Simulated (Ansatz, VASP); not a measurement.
# BaTlBr3: VASP beside Ansatz

```
Tl Ba Br
1.0
     6.39841    0.00000    0.00000
     0.00000    6.39841    0.00000
     0.00000    0.00000    6.39841
Tl Ba Br
1 1 3
Direct
  0.00000 0.00000 0.00000
  0.50000 0.50000 0.50000
  0.50000 0.50000 0.00000
  0.50000 0.00000 0.50000
  0.00000 0.50000 0.50000
```

Alike in both runs: task single point; functional PBE; k mesh 4 × 4 × 4; no spin polarisation.

|  | VASP | Ansatz |
| --- | --- | --- |
| version | VASP 6.6.1 | Ansatz 0.2.0 |
| potentials or method | VASP PAW PBE potentials, release 64 (Tl_d, Ba_sv, Br) | plane waves, PAW |
| plane-wave cutoff (eV) | 520 | 420 |
| occupations | gaussian, width 0.01 eV | fixed |
| valence electrons in the cell | 44 | 44 |

|  | VASP | Ansatz | Ansatz less VASP |
| --- | --- | --- | --- |
| gap on the k mesh at the Fermi level (eV) | 2.89 | 2.90 | +0.002 |
| pressure (GPa) | -0.6 | -0.8 | -0.17 |

Neither program's run includes spin-orbit coupling.
